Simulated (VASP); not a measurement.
# Al2O3 (Pnnm) in VASP: single point with PBE

Aim: the single point of Al2O3 with PBE.

Program: VASP 6.6.1. These are calculated values, not measurements. Logs are shortened: lines on timing, memory, paths and dates and some standing lists are left out, and cuts for length are marked.

### Step 1. The cell of the first run

Symmetry: Pnnm, No. 58, orthorhombic system. The conventional cell has a = 4.614 Å, b = 9.563 Å, c = 3.120 Å, α = 90.00°, β = 90.00°, γ = 90.00°. Within 2.2 Å of Al (site symmetry m) lie 4 O at 1.68 to 1.82 Å. Within 2.4 Å of O (site symmetry m) lie 3 Al at 1.82 Å. O (site symmetry 2/m) has 2 Al at 1.68 Å within 2.2 Å.

### Step 2. Single point, PBE

The input, INCAR:

```
SYSTEM = Al2O3
PREC = Accurate
ENCUT = 520
EDIFF = 1E-6
ISMEAR = 0
SIGMA = 0.05
LREAL = .FALSE.
LASPH = .TRUE.
NELM = 60
ALGO = Normal
ISIF = 2
LWAVE = .FALSE.
LCHARG = .FALSE.
GGA = PE
NBANDS = 35
```

The input, KPOINTS:

```
regular mesh
0
G
  10 4 12
  0 0 0
```

The input, POSCAR:

```
Al2O3
1.0
    4.6137770000      0.0000000000      0.0000000000
    0.0000000000      9.5632790000      0.0000000000
    0.0000000000      0.0000000000      3.1198620000
Al O
4 6
Direct
    0.5170250000      0.3245730000      0.5000000000
    0.4829750000      0.6754270000      0.5000000000
    0.0170250000      0.1754270000      0.0000000000
    0.9829750000      0.8245730000      0.0000000000
    0.8763650000      0.2469500000      0.5000000000
    0.0000000000      0.0000000000      0.0000000000
    0.6236350000      0.7469500000      0.0000000000
    0.3763650000      0.2530500000      0.0000000000
    0.1236350000      0.7530500000      0.5000000000
    0.5000000000      0.5000000000      0.5000000000
```

Potentials or basis: VASP PAW PBE potentials, release 64 (Al, O).

Started as:

```sh
$ cat potpaw_PBE.64/Al/POTCAR potpaw_PBE.64/O/POTCAR > POTCAR
$ mpirun -np 1 vasp_std > vasp.out
```

OUTCAR:

```text
SYSTEM = Al2O3
   PREC = Accurate
   ENCUT = 520
   EDIFF = 1E-6
   ISMEAR = 0
   LREAL = .FALSE.
   LASPH = .TRUE.
   NELM = 60
   ISIF = 2
   GGA = PE

 ion  position               nearest neighbor table
   1  0.517  0.325  0.500-  10 1.68   5 1.82   8 1.82   8 1.82   3 3.13   3 3.13   3 3.13   3 3.13
                             2 3.36
   2  0.483  0.675  0.500-  10 1.68   9 1.82   7 1.82   7 1.82   4 3.13   4 3.13   4 3.13   4 3.13
                             1 3.36
   3  0.017  0.175  0.000-   6 1.68   8 1.82   5 1.82   5 1.82   1 3.13   1 3.13   1 3.13   1 3.13
                             4 3.36
   4  0.983  0.825  0.000-   6 1.68   7 1.82   9 1.82   9 1.82   2 3.13   2 3.13   2 3.13   2 3.13
                             3 3.36
   5  0.876  0.247  0.500-   1 1.82   3 1.82   3 1.82
   6  0.000  0.000  0.000-   3 1.68   4 1.68
   7  0.624  0.747  0.000-   4 1.82   2 1.82   2 1.82
   8  0.376  0.253  0.000-   3 1.82   1 1.82   1 1.82
   9  0.124  0.753  0.500-   2 1.82   4 1.82   4 1.82
  10  0.500  0.500  0.500-   1 1.68   2 1.68

  LATTYP: Found a simple orthorhombic cell.
 ALAT       =     3.1198620000
 B/A-ratio  =     1.4788400897
 C/A-ratio  =     3.0652891057

  Lattice vectors:

 A1 = (   0.0000000000,   0.0000000000,   3.1198620000)
 A2 = (   4.6137770000,   0.0000000000,   0.0000000000)
 A3 = (   0.0000000000,   9.5632790000,   0.0000000000)

Analysis of symmetry for initial positions (statically):
=====================================================================
 Subroutine PRICEL returns:
 Original cell was already a primitive cell.

 Routine SETGRP: Setting up the symmetry group for a
 simple orthorhombic supercell.

 Subroutine GETGRP returns: Found  8 space group operations
 (whereof  4 operations were pure point group operations)
 out of a pool of  8 trial point group operations.

The static configuration has the point symmetry C_2h.
 The point group associated with its full space group is D_2h.

Analysis of symmetry for dynamics (positions and initial velocities):
=====================================================================
 Subroutine PRICEL returns:
 Original cell was already a primitive cell.

 Routine SETGRP: Setting up the symmetry group for a
 simple orthorhombic supercell.

 Subroutine GETGRP returns: Found  8 space group operations
 (whereof  4 operations were pure point group operations)
 out of a pool of  8 trial point group operations.

The dynamic configuration has the point symmetry C_2h.
[... 126 lines left out ...]
   PSTRESS=    0.0 pullay stress
   NELECT =      48.0000    total number of electrons
   NUPDOWN=      -1.0000    fix difference up-down
   EMIN   =  10.00;   EMAX   =-10.00  energy-range for DOS
   EFERMI =   0.00;   METHOD = LEGACY
   ISMEAR =     0;   SIGMA  =   0.05  broadening in eV -4-tet -1-fermi 0-gaus
   EFERMI_NEDOS =   21; number of points for ismear=-14 and -15
   IALGO  =     38    algorithm
   IMIX   =      4    mixing-type and parameters
     AMIX     =   0.40;   BMIX     =  1.00
     AMIX_MAG =   1.60;   BMIX_MAG =  1.00
  volume/ion in A,a.u.               =      13.77        92.90
  Fermi-wavevector in a.u.,A,eV,Ry     =   1.152274  2.177482 18.064926  1.327735
  Thomas-Fermi vector in A             =   2.288926
   LORBIT       =      0    0 simple, 1 ext, 2 COOP (PROOUT), +10 PAW based schemes
   GGA     = PE    functional components
   LHFCALC =     F    Hartree Fock is set to
   AEXX    =    0.0000 exact exchange contribution
   IVDW    =     0    specifies the selected vdW correction
   LEPSILON=     F    determine dielectric tensor
   LRPA    =     F    only Hartree local field effects (RPA)
 non-spin polarized calculation
 Gauss-broadening in eV      SIGMA  =   0.05
  energy-cutoff  :      520.00
  volume of cell :      137.66
 maximum number of plane-waves:      3737
 NGX is ok and might be reduce to    36
   NGX = 17   NGY = 35   NGZ = 11

 number of electron      48.0000028 magnetization

 Free energy of the ion-electron system (eV)
  ---------------------------------------------------
  ext. energy  EPLUGINS =         0.00000000
  ---------------------------------------------------
  free energy    TOTEN  =       -73.85329913 eV

  energy without entropy =      -73.85329913  energy(sigma->0) =      -73.85329913

 E-fermi :   2.0905     XC(G=0):  -8.7577

 val. band max:        1.8683088991   @ k =   0.0000   0.0000   0.0000
 cond. band min:       5.3778934810   @ k =   0.0000   0.0000   0.0000
 fundamental gap:      3.5095845819
 Fermi energy:         2.0904682398

 k-point     1 :       0.0000    0.0000    0.0000
  band No.  band energies     occupation
      1     -17.0817      2.00000
      2     -17.0091      2.00000
      3     -15.7620      2.00000
      4     -15.7360      2.00000
      5     -14.4635      2.00000
      6     -14.3502      2.00000
[... 901 lines left out ...]
     34      11.9581      0.00000
     35      12.8785      0.00000

 [... further k-points ...]

------------------------ aborting loop because EDIFF is reached ----------------------------------------

  FORCE on cell =-STRESS in cart. coord.  units (eV):
  Direction    XX          YY          ZZ          XY          YZ          ZX
  --------------------------------------------------------------------------------------
  -------------------------------------------------------------------------------------
  Total        0.9907303      1.5581548     -2.6889768      0.0000000      0.0000000      0.0000000
  in kB       11.5310067     18.1352008    -31.2967199      0.0000000      0.0000000      0.0000000
  external PRESSURE =      -0.5435041 kB  Pullay stress =       0.0000000 kB

 VOLUME and BASIS-vectors are now :
 -----------------------------------------------------------------------------
  energy-cutoff  :      520.00
  volume of cell :      137.66
      direct lattice vectors                 reciprocal lattice vectors
     4.613777000  0.000000000  0.000000000     0.216742162  0.000000000  0.000000000
     0.000000000  9.563279000  0.000000000     0.000000000  0.104566645  0.000000000
     0.000000000  0.000000000  3.119862000     0.000000000  0.000000000  0.320526998

 POSITION                                       TOTAL-FORCE (eV/Angst)
 -----------------------------------------------------------------------------------
      2.38544      3.10398      1.55993         0.054329     -0.053026     -0.000000
      2.22834      6.45930      1.55993        -0.054329      0.053026      0.000000
      0.07855      1.67766      0.00000         0.054329      0.053026     -0.000000
      4.53523      7.88562      0.00000        -0.054329     -0.053026      0.000000
      4.04335      2.36165      1.55993        -0.156828      0.108476      0.000000
      0.00000      0.00000      0.00000         0.000000      0.000000      0.000000
      2.87731      7.14329      0.00000         0.156828      0.108476     -0.000000
      1.73646      2.41999      0.00000        -0.156828     -0.108476      0.000000
      0.57042      7.20163      1.55993         0.156828     -0.108476      0.000000
      2.30689      4.78164      1.55993         0.000000      0.000000      0.000000
 -----------------------------------------------------------------------------------
    total drift:                                0.000000     -0.000000     -0.000000

  FREE ENERGIE OF THE ION-ELECTRON SYSTEM (eV)
  ---------------------------------------------------
  free  energy   TOTEN  =       -73.8532991309 eV

  energy  without entropy=      -73.8532991309  energy(sigma->0) =      -73.85329913
```

It took 15 min on 1 thread of Intel Xeon 8259CL, shared host; peak memory 0.53 GiB.

Results:

| Property | Result |
| --- | --- |
| Free energy | -73.8533 eV |
| Pressure | -0.1 GPa |
| Largest force | 0.191 eV/Å |
| Band gap on the k mesh | 3.51 eV |

Forces in eV/Å, atoms in the order of the input:
```
Al   0.054 -0.053  0.000
Al  -0.054  0.053  0.000
Al   0.054  0.053  0.000
Al  -0.054 -0.053  0.000
O   -0.157  0.108  0.000
O    0.000  0.000  0.000
O    0.157  0.108  0.000
O   -0.157 -0.108  0.000
O    0.157 -0.108  0.000
O    0.000  0.000  0.000
```

Stress tensor (GPa, compression positive):
```
 1.15  0.00  0.00
 0.00  1.81  0.00
 0.00  0.00 -3.13
```

A k mesh can miss the band edges.
